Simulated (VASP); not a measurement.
# Sc (Fd-3m) in VASP: notebook

Sc is run at these levels: RPBE; tasks: single point.

Program: VASP 6.6.1. These are calculated values, not measurements. Logs are shortened: lines on timing, memory, paths and dates and some standing lists are left out, and cuts for length are marked.

## 1. The cell of the first run

The structure is cubic, space group Fd-3m (No. 227). The conventional cell has a = 6.664 Å, b = 6.664 Å, c = 6.664 Å, α = 90.00°, β = 90.00°, γ = 90.00°. Within 3.8 Å of Sc (site symmetry -43m) lie 4 Sc at 2.89 Å.

## 2. Single point, RPBE (volume scaled by 0.92)

The input, INCAR:

```
ALGO = Normal ; EDIFF = 1E-6
ENCUT = 520 ; GGA = RP
ISIF = 2 ; ISMEAR = -1
LASPH = True ; LCHARG = True
LELF = True ; LREAL = False
LVHAR = True ; LWAVE = False
NBANDS = 18 ; NELM = 100
PREC = Accurate ; SIGMA = 0.1
```

The input, KPOINTS:

```
k-points
0
Gamma
  9 9 9
```

The input, POSCAR:

```
Sc
1.0
    0.0000000000      3.3318317414      3.3318317414
    3.3318317414      0.0000000000      3.3318317414
    3.3318317414      3.3318317414      0.0000000000
Sc
2
Direct
    0.1250000000      0.1250000000      0.1250000000
    0.8750000000      0.8750000000      0.8750000000
```

Potentials or basis: VASP PAW PBE potentials, release 64 (Sc_sv).

The run is started by

```console
> cat potpaw_PBE.64/Sc_sv/POTCAR > POTCAR
> mpirun -np 1 vasp_std > vasp.out
```

OUTCAR:

```text
EDIFF = 1E-6
   ENCUT = 520
   GGA = RP
   ISIF = 2
   ISMEAR = -1
   LASPH = True
   LREAL = False
   NELM = 100
   PREC = Accurate

 ion  position               nearest neighbor table
   1  0.125  0.125  0.125-   2 2.89   2 2.89   2 2.89   2 2.89
   2  0.875  0.875  0.875-   1 2.89   1 2.89   1 2.89   1 2.89

  LATTYP: Found a face centered cubic cell.
 ALAT       =     6.6636634828

  Lattice vectors:

 A1 = (   0.0000000000,   3.3318317414,   3.3318317414)
 A2 = (   3.3318317414,   0.0000000000,   3.3318317414)
 A3 = (   3.3318317414,   3.3318317414,   0.0000000000)

Analysis of symmetry for initial positions (statically):
=====================================================================
 Subroutine PRICEL returns:
 Original cell was already a primitive cell.

 Routine SETGRP: Setting up the symmetry group for a
 face centered cubic supercell.

 Subroutine GETGRP returns: Found 48 space group operations
 (whereof 12 operations were pure point group operations)
 out of a pool of 48 trial point group operations.

The static configuration has the point symmetry D_3d.
 The point group associated with its full space group is O_h .

Analysis of symmetry for dynamics (positions and initial velocities):
=====================================================================
 Subroutine PRICEL returns:
 Original cell was already a primitive cell.

 Routine SETGRP: Setting up the symmetry group for a
 face centered cubic supercell.

 Subroutine GETGRP returns: Found 48 space group operations
 (whereof 12 operations were pure point group operations)
 out of a pool of 48 trial point group operations.

The dynamic configuration has the point symmetry D_3d.
 The point group associated with its full space group is O_h .

 Subroutine INISYM returns: Found 48 space group operations
 (whereof 12 operations are pure point group operations),
 and found     1 'primitive' translations

----------------------------------------------------------------------------------------

                                     Primitive cell

  volume of cell :      73.9740

  direct lattice vectors                    reciprocal lattice vectors
     0.000000000  3.331831741  3.331831741    -0.150067602  0.150067602  0.150067602
     3.331831741  0.000000000  3.331831741     0.150067602 -0.150067602  0.150067602
     3.331831741  3.331831741  0.000000000     0.150067602  0.150067602 -0.150067602

  length of vectors
     4.711921636  4.711921636  4.711921636     0.259924711  0.259924711  0.259924711

  position of ions in fractional coordinates (direct lattice)
     0.125000000  0.125000000  0.125000000
     0.875000000  0.875000000  0.875000000

  ion indices of the primitive-cell ions
   primitive index   ion index
                 1           1
                 2           2

----------------------------------------------------------------------------------------

 KPOINTS: k-points

Automatic generation of k-mesh.
 Grid dimensions read from file:
 generate k-points for:    9    9    9

 Generating k-lattice:

  Cartesian coordinates                     Fractional coordinates (reciprocal lattice)
    -0.016674178  0.016674178  0.016674178     0.111111111  0.000000000  0.000000000
     0.016674178 -0.016674178  0.016674178     0.000000000  0.111111111  0.000000000
     0.016674178  0.016674178 -0.016674178     0.000000000  0.000000000  0.111111111

  Length of vectors
     0.028880523  0.028880523  0.028880523

  Shift w.r.t. Gamma in fractional coordinates (k-lattice)
     0.000000000  0.000000000  0.000000000

 Subroutine IBZKPT returns following result:
 ===========================================

 Found     35 irreducible k-points:

 Following reciprocal coordinates:
            Coordinates               Weight
  0.000000  0.000000  0.000000      1.000000
  0.111111  0.000000  0.000000      8.000000
  0.222222  0.000000  0.000000      8.000000
  0.333333  0.000000  0.000000      8.000000
  0.444444  0.000000  0.000000      8.000000
  0.111111  0.111111  0.000000      6.000000
[... 16 lines left out ...]
 -0.333333  0.333333  0.000000     12.000000
  0.444444  0.444444  0.000000      6.000000
 [... further k-points ...]
   k-points           NKPTS =     35   k-points in BZ     NKDIM =     35   number of bands    NBANDS=     18
   number of dos      NEDOS =    301   number of ions     NIONS =      2
   total plane-waves  NPLWV =  46656
   dimension x,y,z NGX =    36 NGY =   36 NGZ =   36
   dimension x,y,z NGXF=    72 NGYF=   72 NGZF=   72
   ions per type =               2
   NGX,Y,Z   is equivalent  to a cutoff of  12.70, 12.70, 12.70 a.u.
   NGXF,Y,Z  is equivalent  to a cutoff of  25.40, 25.40, 25.40 a.u.
 SYSTEM =  unknown system
   PREC   = accura    normal or accurate (medium, high low for compatibility)
   ISTART =      0    job   : 0-new  1-cont  2-samecut
   ICHARG =      2    charge: 1-file 2-atom 10-const
   ISPIN  =      1    spin polarized calculation?
   LNONCOLLINEAR =      F non collinear calculations
   LSORBIT =      F    spin-orbit coupling
   LASPH  =      T    aspherical Exc in radial PAW
   ENCUT  =  520.0 eV  38.22 Ry    6.18 a.u.   8.76  8.76  8.76*2*pi/ulx,y,z
   NELM   =    100;   NELMIN=  2; NELMDL= -5     # of ELM steps
   EDIFF  = 0.1E-05   stopping-criterion for ELM
   LREAL  =      F    real-space projection
   EDIFFG = 0.1E-04   stopping-criterion for IOM
   NSW    =      0    number of steps for IOM
   IBRION =     -1    ionic relax: 0-MD 1-quasi-New 2-CG
   NFREE  =      0    steps in history (QN), initial steepest desc. (CG)
   ISIF   =      2    stress and relaxation
   ISYM   =      2    0-nonsym 1-usesym 2-fastsym
   POTIM  = 0.5000    time-step for ionic-motion
   TEBEG  =    0.0;   TEEND  =   0.0 temperature during run
   PSTRESS=    0.0 pullay stress
   NELECT =      22.0000    total number of electrons
   NUPDOWN=      -1.0000    fix difference up-down
   EMIN   =  10.00;   EMAX   =-10.00  energy-range for DOS
   EFERMI =   0.00;   METHOD = LEGACY
   ISMEAR =    -1;   SIGMA  =   0.10  broadening in eV -4-tet -1-fermi 0-gaus
   EFERMI_NEDOS =   21; number of points for ismear=-14 and -15
   IALGO  =     38    algorithm
   IMIX   =      4    mixing-type and parameters
     AMIX     =   0.40;   BMIX     =  1.00
     AMIX_MAG =   1.60;   BMIX_MAG =  1.00
  volume/ion in A,a.u.               =      36.99       249.60
  Fermi-wavevector in a.u.,A,eV,Ry     =   1.092755  2.065007 16.246890  1.194113
  Thomas-Fermi vector in A             =   2.229026
   LORBIT       =      0    0 simple, 1 ext, 2 COOP (PROOUT), +10 PAW based schemes
   GGA     = RP    functional components
   LHFCALC =     F    Hartree Fock is set to
   AEXX    =    0.0000 exact exchange contribution
   IVDW    =     0    specifies the selected vdW correction
   LEPSILON=     F    determine dielectric tensor
   LRPA    =     F    only Hartree local field effects (RPA)
 non-spin polarized calculation
  energy-cutoff  :      520.00
  volume of cell :       73.97
 maximum number of plane-waves:      2006
   NGX = 17   NGY = 17   NGZ = 17

 number of electron      22.0000006 magnetization

 Free energy of the ion-electron system (eV)
  ---------------------------------------------------
  ext. energy  EPLUGINS =         0.00000000
  ---------------------------------------------------
  free energy    TOTEN  =        -8.02871429 eV

  energy without entropy =       -7.81993237  energy(sigma->0) =       -7.92432333

 E-fermi :   1.5568     XC(G=0):  -8.0691

 val. band max:        1.5479846079   @ k =   0.3333   0.0000   0.0000
 cond. band min:       1.5674803751   @ k =  -0.4444   0.3333   0.0000
 fundamental gap:      0.0194957673
 Fermi energy:         1.5567977277

 k-point     1 :       0.0000    0.0000    0.0000
  band No.  band energies     occupation
      1     -48.6269      2.00000
      2     -48.4649      2.00000
      3     -27.3052      2.00000
      4     -27.3052      2.00000
      5     -27.3052      2.00000
      6     -26.9883      2.00000
[... 10 lines left out ...]
     17       3.0612      0.00000
     18       4.7373      0.00000

 k-point     2 :       0.1111    0.0000    0.0000
  band No.  band energies     occupation
      1     -48.6233      2.00000
      2     -48.4686      2.00000
      3     -27.3097      2.00000
      4     -27.3097      2.00000
      5     -27.3046      2.00000
      6     -26.9899      2.00000
[... 10 lines left out ...]
     17       3.0540      0.00000
     18       4.7272      0.00000

 k-point     3 :       0.2222    0.0000    0.0000
  band No.  band energies     occupation
      1     -48.6133      2.00000
      2     -48.4787      2.00000
      3     -27.3205      2.00000
      4     -27.3205      2.00000
      5     -27.3028      2.00000
      6     -26.9937      2.00000
[... 10 lines left out ...]
     17       3.1012      0.00000
     18       4.6846      0.00000

 k-point     4 :       0.3333    0.0000    0.0000
  band No.  band energies     occupation
      1     -48.5996      2.00000
      2     -48.4925      2.00000
      3     -27.3320      2.00000
      4     -27.3320      2.00000
      5     -27.3012      2.00000
      6     -26.9979      2.00000
[... 375 lines left out ...]
      4     -27.3657      2.00000
      5     -27.1932      2.00000
      6     -27.1068      2.00000
[... 10 lines left out ...]
     17       3.5596      0.00000
     18       4.5404      0.00000

 k-point    23 :      -0.3333    0.3333    0.0000
  band No.  band energies     occupation
      1     -48.5663      2.00000
      2     -48.5259      2.00000
      3     -27.3817      2.00000
      4     -27.3577      2.00000
      5     -27.2111      2.00000
      6     -27.0879      2.00000
[... 10 lines left out ...]
     17       3.5322      0.00000
     18       4.2425      0.00000

 k-point    24 :       0.4444    0.4444    0.0000
  band No.  band energies     occupation
      1     -48.5602      2.00000
      2     -48.5320      2.00000
      3     -27.3736      2.00000
      4     -27.3736      2.00000
      5     -27.1784      2.00000
      6     -27.1237      2.00000
[... 10 lines left out ...]
     17       4.0591      0.00000
     18       4.0591      0.00000

 [... further k-points ...]

------------------------ aborting loop because EDIFF is reached ----------------------------------------

  FORCE on cell =-STRESS in cart. coord.  units (eV):
  Direction    XX          YY          ZZ          XY          YZ          ZX
  --------------------------------------------------------------------------------------
  -------------------------------------------------------------------------------------
  Total        0.2896128      0.2896128      0.2896128     -0.0000000      0.0000000      0.0000000
  in kB        6.2726232      6.2726232      6.2726232     -0.0000000      0.0000000      0.0000000
  external PRESSURE =       6.2726232 kB  Pullay stress =       0.0000000 kB

 VOLUME and BASIS-vectors are now :
 -----------------------------------------------------------------------------
  energy-cutoff  :      520.00
  volume of cell :       73.97
      direct lattice vectors                 reciprocal lattice vectors
     0.000000000  3.331831741  3.331831741    -0.150067602  0.150067602  0.150067602
     3.331831741  0.000000000  3.331831741     0.150067602 -0.150067602  0.150067602
     3.331831741  3.331831741  0.000000000     0.150067602  0.150067602 -0.150067602

 POSITION                                       TOTAL-FORCE (eV/Angst)
 -----------------------------------------------------------------------------------
      0.83296      0.83296      0.83296         0.000000      0.000000      0.000000
      5.83071      5.83071      5.83071        -0.000000     -0.000000      0.000000
 -----------------------------------------------------------------------------------
    total drift:                                0.000000      0.000000      0.000000

  FREE ENERGIE OF THE ION-ELECTRON SYSTEM (eV)
  ---------------------------------------------------
  free  energy   TOTEN  =        -8.0287142866 eV

  energy  without entropy=       -7.8199323705  energy(sigma->0) =       -7.92432333
```

It took 59 s on 1 thread of AMD EPYC 7R13, shared host; peak memory 0.18 GiB.

Results:

```
Free energy            : -8.0287 eV
Pressure               : 0.6 GPa
Band gap on the k mesh : zero (band 11 reaches 1.91 eV, above the bottom of band 12 at 1.30 eV)
```

Caveat: the PAW data sets were made with another functional, which shifts forces and pressure a little.

(Continued in part 2 of 2.)
